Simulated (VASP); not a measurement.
# Au in VASP: single point with PBEsol

Aim: the single point of Au with PBEsol.

Program: VASP 6.6.1. These are calculated values, not measurements. Logs are shortened: lines on timing, memory, paths and dates and some standing lists are left out, and cuts for length are marked.

### Step 1. The cell of the first run

The cell holds a slab with vacuum, 5 atoms: a = 2.888 Å, b = 2.888 Å, c = 24.167 Å, α = 90.00°, β = 90.00°, γ = 90.00°.

### Step 2. Single point, PBEsol

The input, POSCAR:

```
Au
1.0
    2.8875034115      0.0000000000      0.0000000000
    0.0000000000      2.8875034115      0.0000000000
    0.0000000000      0.0000000000     24.1671000000
Au
5
Direct
    0.0000000000      0.0000000000      0.3310286926
    0.5000000000      0.5000000000      0.4155143461
    0.0000000000      0.0000000000      0.5000000000
    0.5000000000      0.5000000000      0.5844856539
    0.0000000000      0.0000000000      0.6689713074
```

The input, INCAR.step1:

```
PREC = Accurate
ENCUT = 520
EDIFF = 1E-7
ISMEAR = -1
SIGMA = 0.1
LREAL = False
LASPH = True
NELM = 100
ALGO = Normal
ISIF = 2
LWAVE = False
LCHARG = True
LMAXMIX = 4
LDIPOL = True
IDIPOL = 3
DIPOL = 0.5 0.5 0.500
GGA = PS
NBANDS = 36
```

The input, KPOINTS.step1:

```
Automatic mesh
0
Gamma
  13 13 1
```

The input, INCAR.step2:

```
PREC = Accurate
ENCUT = 520
EDIFF = 1E-7
ISMEAR = -5
SIGMA = 0.1
LREAL = False
LASPH = True
NELM = 100
ALGO = Normal
ISIF = 2
LWAVE = False
LCHARG = False
LMAXMIX = 4
LDIPOL = True
IDIPOL = 3
DIPOL = 0.5 0.5 0.500
GGA = PS
LORBIT = 10
NEDOS = 2001
ICHARG = 11
```

The input, KPOINTS.step2:

```
Automatic mesh
0
Gamma
  20 20 1
```

Potentials or basis: VASP PAW PBE potentials, release 64 (Au).

Command:

```sh
$ cat potpaw_PBE.64/Au/POTCAR > POTCAR
$ cp INCAR.step1 INCAR
$ cp KPOINTS.step1 KPOINTS
$ mpirun -np 1 vasp_std > vasp.out
$ cp INCAR.step2 INCAR
$ cp KPOINTS.step2 KPOINTS
$ mpirun -np 1 vasp_std > vasp.out
```

OUTCAR:

```text
PREC = Accurate
   ENCUT = 520
   EDIFF = 1E-7
   ISMEAR = -5
   LREAL = False
   LASPH = True
   NELM = 100
   ISIF = 2
   GGA = PS
   LORBIT = 10
   ICHARG = 11

 ion  position               nearest neighbor table
   1  0.000  0.000  0.331-   2 2.89   2 2.89   2 2.89   2 2.89
   2  0.500  0.500  0.416-   1 2.89   1 2.89   1 2.89   1 2.89   3 2.89   3 2.89   3 2.89   3 2.89

   3  0.000  0.000  0.500-   2 2.89   4 2.89   2 2.89   4 2.89   2 2.89   4 2.89   2 2.89   4 2.89

   4  0.500  0.500  0.584-   5 2.89   5 2.89   5 2.89   5 2.89   3 2.89   3 2.89   3 2.89   3 2.89

   5  0.000  0.000  0.669-   4 2.89   4 2.89   4 2.89   4 2.89

  LATTYP: Found a simple tetragonal cell.
 ALAT       =     2.8875034115
 C/A-ratio  =     8.3695485532

  Lattice vectors:

 A1 = (   2.8875034115,   0.0000000000,   0.0000000000)
 A2 = (   0.0000000000,   2.8875034115,   0.0000000000)
 A3 = (   0.0000000000,   0.0000000000,  24.1671000000)

Analysis of symmetry for initial positions (statically):
=====================================================================
 Subroutine PRICEL returns:
 Original cell was already a primitive cell.

 Routine SETGRP: Setting up the symmetry group for a
 simple tetragonal supercell.

 Subroutine GETGRP returns: Found 16 space group operations
 (whereof 16 operations were pure point group operations)
 out of a pool of 16 trial point group operations.

The static configuration has the point symmetry D_4h.

Analysis of symmetry for dynamics (positions and initial velocities):
=====================================================================
 Subroutine PRICEL returns:
 Original cell was already a primitive cell.

 Routine SETGRP: Setting up the symmetry group for a
 simple tetragonal supercell.

 Subroutine GETGRP returns: Found 16 space group operations
 (whereof 16 operations were pure point group operations)
 out of a pool of 16 trial point group operations.

The dynamic configuration has the point symmetry D_4h.

 Subroutine INISYM returns: Found 16 space group operations
 (whereof 16 operations are pure point group operations),
 and found     1 'primitive' translations

----------------------------------------------------------------------------------------

                                     Primitive cell

  volume of cell :     201.4974

  direct lattice vectors                    reciprocal lattice vectors
     2.887503412  0.000000000  0.000000000     0.346319937  0.000000000  0.000000000
     0.000000000  2.887503412  0.000000000     0.000000000  0.346319937  0.000000000
     0.000000000  0.000000000 24.167100000     0.000000000  0.000000000  0.041378568

  length of vectors
     2.887503412  2.887503412 24.167100000     0.346319937  0.346319937  0.041378568

  position of ions in fractional coordinates (direct lattice)
     0.000000000  0.000000000  0.331028693
     0.500000000  0.500000000  0.415514346
     0.000000000  0.000000000  0.500000000
     0.500000000  0.500000000  0.584485654
     0.000000000  0.000000000  0.668971307

  ion indices of the primitive-cell ions
   primitive index   ion index
                 1           1
                 2           2
                 3           3
                 4           4
                 5           5

----------------------------------------------------------------------------------------

 KPOINTS: Automatic mesh

Automatic generation of k-mesh.
 Grid dimensions read from file:
 generate k-points for:   20   20    1

 Generating k-lattice:

  Cartesian coordinates                     Fractional coordinates (reciprocal lattice)
     0.017315997  0.000000000  0.000000000     0.050000000  0.000000000  0.000000000
     0.000000000  0.017315997  0.000000000     0.000000000  0.050000000  0.000000000
     0.000000000  0.000000000  0.041378568     0.000000000  0.000000000  1.000000000

  Length of vectors
     0.017315997  0.017315997  0.041378568

  Shift w.r.t. Gamma in fractional coordinates (k-lattice)
     0.000000000  0.000000000  0.000000000

 TETIRR: Found    610 inequivalent tetrahedra from     2400

 Subroutine IBZKPT returns following result:
 ===========================================

 Found     66 irreducible k-points:

 Following reciprocal coordinates:
            Coordinates               Weight
  0.000000  0.000000  0.000000      1.000000
  0.050000  0.000000  0.000000      4.000000
  0.100000  0.000000  0.000000      4.000000
  0.150000  0.000000  0.000000      4.000000
  0.200000  0.000000  0.000000      4.000000
  0.250000  0.000000  0.000000      4.000000
[... 16 lines left out ...]
  0.150000  0.100000  0.000000      8.000000
  0.200000  0.100000  0.000000      8.000000
 [... further k-points ...]
   k-points           NKPTS =     66   k-points in BZ     NKDIM =     66   number of bands    NBANDS=     33
   number of dos      NEDOS =   2001   number of ions     NIONS =      5
   total plane-waves  NPLWV = 103680
   dimension x,y,z NGX =    24 NGY =   24 NGZ =  180
   dimension x,y,z NGXF=    48 NGYF=   48 NGZF=  360
   ions per type =               5
   NGX,Y,Z   is equivalent  to a cutoff of  13.82, 13.82, 12.38 a.u.
   NGXF,Y,Z  is equivalent  to a cutoff of  27.64, 27.64, 24.76 a.u.
 SYSTEM =  unknown system
   PREC   = accura    normal or accurate (medium, high low for compatibility)
   ISTART =      0    job   : 0-new  1-cont  2-samecut
   ICHARG =     11    charge: 1-file 2-atom 10-const
   ISPIN  =      1    spin polarized calculation?
   LNONCOLLINEAR =      F non collinear calculations
   LSORBIT =      F    spin-orbit coupling
   LASPH  =      T    aspherical Exc in radial PAW
   ENCUT  =  520.0 eV  38.22 Ry    6.18 a.u.   5.37  5.37 44.93*2*pi/ulx,y,z
   NELM   =    100;   NELMIN=  2; NELMDL=  0     # of ELM steps
   EDIFF  = 0.1E-06   stopping-criterion for ELM
   LREAL  =      F    real-space projection
   EDIFFG = 0.1E-05   stopping-criterion for IOM
   NSW    =      0    number of steps for IOM
   IBRION =     -1    ionic relax: 0-MD 1-quasi-New 2-CG
   NFREE  =      0    steps in history (QN), initial steepest desc. (CG)
   ISIF   =      2    stress and relaxation
   ISYM   =      2    0-nonsym 1-usesym 2-fastsym
   POTIM  = 0.5000    time-step for ionic-motion
   TEBEG  =    0.0;   TEEND  =   0.0 temperature during run
   PSTRESS=    0.0 pullay stress
   NELECT =      55.0000    total number of electrons
   NUPDOWN=      -1.0000    fix difference up-down
   EMIN   =  10.00;   EMAX   =-10.00  energy-range for DOS
   EFERMI =   0.00;   METHOD = LEGACY
   ISMEAR =    -5;   SIGMA  =   0.10  broadening in eV -4-tet -1-fermi 0-gaus
   EFERMI_NEDOS =   21; number of points for ismear=-14 and -15
   IALGO  =     38    algorithm
   IMIX   =      4    mixing-type and parameters
     AMIX     =   0.40;   BMIX     =  1.00
     AMIX_MAG =   1.60;   BMIX_MAG =  1.00
  volume/ion in A,a.u.               =      40.30       271.95
  Fermi-wavevector in a.u.,A,eV,Ry     =   1.061954  2.006803 15.343932  1.127747
  Thomas-Fermi vector in A             =   2.197388
   LORBIT       =     10    0 simple, 1 ext, 2 COOP (PROOUT), +10 PAW based schemes
   GGA     = PS    functional components
   LHFCALC =     F    Hartree Fock is set to
   AEXX    =    0.0000 exact exchange contribution
   IVDW    =     0    specifies the selected vdW correction
   LEPSILON=     F    determine dielectric tensor
   LRPA    =     F    only Hartree local field effects (RPA)
 non-spin polarized calculation
 Fermi weights with tetrahedron method with Bloechl corrections
  energy-cutoff  :      520.00
  volume of cell :      201.50
 maximum number of plane-waves:      5489
 NGX is ok and might be reduce to    24

 number of electron      55.0000008 magnetization

 dipolmoment           0.000000      0.000000     -0.000000 electrons x Angstroem

 Free energy of the ion-electron system (eV)
  ---------------------------------------------------
  ext. energy  EPLUGINS =         0.00000000
  ---------------------------------------------------
  free energy    TOTEN  =       -18.38339909 eV

  energy without entropy =      -18.38339909  energy(sigma->0) =      -18.38339909

 E-fermi :   0.8649     XC(G=0):  -6.1539

 val. band max:        0.9859608517   @ k =   0.5000   0.1500   0.0000
 cond. band min:       0.8429865429   @ k =   0.0000   0.0000   0.0000
 fundamental gap:     -0.1429743089
 Fermi energy:         0.8649238622

 k-point     1 :       0.0000    0.0000    0.0000
  band No.  band energies     occupation
      1      -8.5778      2.00000
      2      -7.4186      2.00000
      3      -6.1916      2.00000
      4      -5.7078      2.00000
      5      -5.6588      2.00000
      6      -5.4839      2.00000
[... 25 lines left out ...]
     32       5.8145      0.00000
     33       6.2048      0.00000

 k-point     2 :       0.0500    0.0000    0.0000
  band No.  band energies     occupation
      1      -8.5214      2.00000
      2      -7.3685      2.00000
      3      -6.1485      2.00000
      4      -5.6678      2.00000
      5      -5.6267      2.00000
      6      -5.4407      2.00000
[... 25 lines left out ...]
     32       5.8548      0.00000
     33       6.2524      0.00000

 k-point     3 :       0.1000    0.0000    0.0000
  band No.  band energies     occupation
      1      -8.3549      2.00000
      2      -7.2245      2.00000
      3      -6.0346      2.00000
      4      -5.5697      2.00000
      5      -5.5146      2.00000
      6      -5.3384      2.00000
[... 25 lines left out ...]
     32       5.9731      0.00000
     33       6.3952      0.00000

 k-point     4 :       0.1500    0.0000    0.0000
  band No.  band energies     occupation
      1      -8.0873      2.00000
      2      -7.0069      2.00000
      3      -5.8956      2.00000
      4      -5.4392      2.00000
      5      -5.3181      2.00000
      6      -5.2399      2.00000
[... 25 lines left out ...]
     32       6.1539      0.00000
     33       6.6317      0.00000

 k-point     5 :       0.2000    0.0000    0.0000
  band No.  band energies     occupation
      1      -7.7347      2.00000
      2      -6.7528      2.00000
      3      -5.7843      2.00000
      4      -5.3143      2.00000
      5      -5.1650      2.00000
      6      -5.0405      2.00000
[... 604 lines left out ...]
 k-point    22 :       0.1000    0.1000    0.0000
  band No.  band energies     occupation
      1      -8.1328      2.00000
      2      -7.0244      2.00000
      3      -5.8522      2.00000
      4      -5.4152      2.00000
      5      -5.3928      2.00000
      6      -5.1357      2.00000
[... 25 lines left out ...]
     32       6.1275      0.00000
     33       6.5868      0.00000

 k-point    23 :       0.1500    0.1000    0.0000
  band No.  band energies     occupation
      1      -7.8667      2.00000
      2      -6.7998      2.00000
      3      -5.6860      2.00000
      4      -5.2633      2.00000
      5      -5.2271      2.00000
      6      -5.0073      2.00000
[... 25 lines left out ...]
     32       6.3026      0.00000
     33       6.8250      0.00000

 k-point    24 :       0.2000    0.1000    0.0000
  band No.  band energies     occupation
      1      -7.5173      2.00000
      2      -6.5376      2.00000
      3      -5.5583      2.00000
      4      -5.1280      2.00000
      5      -4.9771      2.00000
      6      -4.9385      2.00000
[... 25 lines left out ...]
     32       6.4391      0.00000
     33       7.1505      0.00000

 [... further k-points ...]

------------------------ aborting loop because EDIFF is reached ----------------------------------------

 vacuum level on the upper side and lower side of the slab       (xc-potential included)        -0.009        -0.009

  FORCE on cell =-STRESS in cart. coord.  units (eV):
  Direction    XX          YY          ZZ          XY          YZ          ZX
  --------------------------------------------------------------------------------------
  -------------------------------------------------------------------------------------
  Total       -3.1661717     -3.1661717     -0.8351619      0.0000000     -0.0000000      0.0000000
  in kB      -25.1753489    -25.1753489     -6.6406671      0.0000000     -0.0000000      0.0000000
  external PRESSURE =     -18.9971216 kB  Pullay stress =       0.0000000 kB

 VOLUME and BASIS-vectors are now :
 -----------------------------------------------------------------------------
  energy-cutoff  :      520.00
  volume of cell :      201.50
      direct lattice vectors                 reciprocal lattice vectors
     2.887503412  0.000000000  0.000000000     0.346319937  0.000000000  0.000000000
     0.000000000  2.887503412  0.000000000     0.000000000  0.346319937  0.000000000
     0.000000000  0.000000000 24.167100000     0.000000000  0.000000000  0.041378568

 POSITION                                       TOTAL-FORCE (eV/Angst)
 -----------------------------------------------------------------------------------
      0.00000      0.00000      8.00000         0.000000      0.000000      0.190004
      1.44375      1.44375     10.04178        -0.000000     -0.000000     -0.141540
      0.00000      0.00000     12.08355        -0.000000      0.000000     -0.000000
      1.44375      1.44375     14.12532         0.000000      0.000000      0.141540
      0.00000      0.00000     16.16710        -0.000000     -0.000000     -0.190004
 -----------------------------------------------------------------------------------
    total drift:                                0.000000     -0.000000     -0.000000

  FREE ENERGIE OF THE ION-ELECTRON SYSTEM (eV)
  ---------------------------------------------------
  free  energy   TOTEN  =       -18.3833990946 eV

  energy  without entropy=      -18.3833990946  energy(sigma->0) =      -18.38339909

 vacuum level on the upper side and lower side of the slab         6.045         6.045

 total charge

# of ion       s       p       d       tot
------------------------------------------
    1        0.554   0.239   8.771   9.564
    2        0.527   0.348   8.757   9.633
    3        0.530   0.363   8.753   9.646
    4        0.527   0.348   8.757   9.633
    5        0.554   0.239   8.771   9.564
--------------------------------------------------
tot          2.692   1.538  43.810  48.039
```

Run time: 4.1 min. Hardware: 1 thread of Intel Xeon 6975P-C (Granite Rapids), shared host; peak memory 0.49 GiB.

Results:

```
Valence electrons inside the program's atomic spheres : Au 9.56, 9.63, 9.65 (each value once)
```

Caveat: the PAW data sets were made with another functional, which shifts forces and pressure a little; spin-orbit coupling is left out, which moves the levels of the heavy elements; tetrahedron occupations give inexact forces and stress in metals.
